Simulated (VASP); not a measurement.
## CdI2: single point with PBE-based screened hybrid with 10 % exact exchange

Crystal: CdI2.

```
Cd I
1.0
     4.24701    0.00000    0.00000
    -2.12350    3.67802    0.00000
     0.00000    0.00000    6.89503
Cd I
1 2
Direct
  0.00000 0.00000 0.00000
  0.33333 0.66667 0.24939
  0.66667 0.33333 0.75061
```

```yaml
Program: VASP 6.6.1
Task: single point
Functional: PBE-based screened hybrid with 10 % exact exchange
Potentials_or_basis: VASP PAW PBE potentials, release 64 (Cd, I)
Cutoff: 400 eV
k_mesh: 6 × 6 × 2
Occupations: gaussian, width 0.01 eV
Spin: no spin polarisation
Dipole_correction: no
Grid_for_exact_exchange_PRECFOCK: Normal
Share_of_exact_exchange: 0.1
Further_INCAR_settings: ALGO = Normal; EDIFF = 1e-06; NBANDS = 20
Screening_parameter: 0.3 1/Å
```

```yaml
Pressure: 1.2 GPa
Largest_force: 0.034 eV/Å
Band_gap_on_the_k_mesh: 2.67 eV (least direct gap 2.92 eV)
```

Forces on the atoms (eV/Å):
```
Cd   0.000  0.000  0.000
I    0.000  0.000  0.034
I    0.000  0.000 -0.034
```

Stress tensor (GPa, compression positive):
```
1.21 0.00 0.00
0.00 1.21 0.00
0.00 0.00 1.07
```

Levels at points of the mesh, in eV from the valence-band top:
```csv
k point,band 11,band 12,band 13,band 14,band 15,band 16
"(0.00, 0.00, 0.00)",-0.14,-0.14,-0.14,2.78,4.77,6.69
"(0.50, 0.00, 0.00)",-1.52,-0.70,-0.13,2.95,5.31,6.23
"(0.00, 0.00, 0.50)",-0.41,0.00,0.00,3.91,4.82,6.48
"(0.50, 0.00, 0.50)",-1.23,-0.51,-0.44,2.67,5.23,6.14
```

It took 87 min on 1 thread of AMD EPYC 7571 (shared host), peak memory 0.29 GiB.

Caveat: the k points lie up to 0.46 Å⁻¹ apart; the PAW data sets were made with another functional, which shifts forces and pressure a little; spin-orbit coupling is left out, which moves the levels of the heavy elements. A k mesh can miss the band edges.
